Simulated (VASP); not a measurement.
Wanted: the native input for a VASP 6.6.1 run.

| Quantity | Value |
| --- | --- |
| Task | single point |
| Functional | PBEsol |
| Potentials or basis | VASP PAW PBE potentials, release 64 (W_sv, C, Br) |
| Cutoff | 520 eV |
| k mesh | 3 × 3 × 1 |
| Occupations | gaussian, width 0.1 eV |
| Spin | no spin polarisation |
| Dipole correction | no |
| Further INCAR settings | LREAL = Auto; ALGO = Normal; EDIFF = 1e-06; NBANDS = 90 |

The structure of W8C8Br lies in POSCAR:

```
W8C8Br
1.0
    5.7986000000      0.0000000000      0.0000000000
   -2.8993000000      5.0217350000      0.0000000000
    0.0000000000      0.0000000000     16.2471000000
W C Br
8 8 1
Direct
    0.0000000000      0.0000000000      0.0615493842
    0.0063637468      0.0019252310      0.2356579328
   -0.0000000498      0.4999999004      0.0615493842
    0.0067303598      0.4987588951      0.2346463061
    0.5000000000      0.0000000000      0.0615493842
    0.5049480888      0.0011237152      0.2357981424
    0.4999999502      0.4999999004      0.0615493842
    0.5057789248      0.5005558836      0.2365675105
    0.3352926084      0.1681880864      0.1421271488
    0.3391470154      0.1678525450      0.3044608576
    0.3359407524      0.6669692845      0.1416439241
    0.3398673408      0.6662631541      0.3036213232
    0.8345362300      0.1662638510      0.1411807646
    0.8424559757      0.1680992725      0.3032432249
    0.8354723028      0.6668950074      0.1433743253
    0.8487556276      0.6680758742      0.3121885136
   -0.0833020114      0.6645786765      0.4251810477
```

One way to write it, as run:

INCAR

```
PREC = Accurate ; ENCUT = 520
EDIFF = 1E-6 ; ISMEAR = 0
SIGMA = 0.1 ; LREAL = Auto
LASPH = T ; NELM = 100
ALGO = Normal ; ISIF = 2
LWAVE = F ; LCHARG = F
GGA = PS ; NBANDS = 90
```

KPOINTS

```
regular mesh
0
Gamma
  3 3 1
```

Potentials or basis: VASP PAW PBE potentials, release 64 (W_sv, C, Br).

Command:

```console
$ cat potpaw_PBE.64/W_sv/POTCAR potpaw_PBE.64/C/POTCAR potpaw_PBE.64/Br/POTCAR > POTCAR
$ mpirun -np 1 vasp_std > vasp.out
```

Results of the run:

| Quantity | Value |
| --- | --- |
| Largest force | 0.583 eV/Å |
| Band gap on the k mesh | zero (an odd number of electrons rules out a gap without spin polarisation) |

Caveat: the k points lie up to 0.42 Å⁻¹ apart, too coarse for converged energies and pressures of a metal; there is no dipole correction, which matters where the two faces differ; the PAW data sets were made with another functional, which shifts forces and pressure a little; spin-orbit coupling is left out, which moves the levels of the heavy elements; an odd number of electrons without spin polarisation forces a metal; a magnetic or distorted state may lie lower.

Run time: 8.9 min on 1 thread of Intel(R) Xeon(R) Platinum 8488C (Sapphire Rapids), with other jobs on the host, peak memory 0.67 GiB.
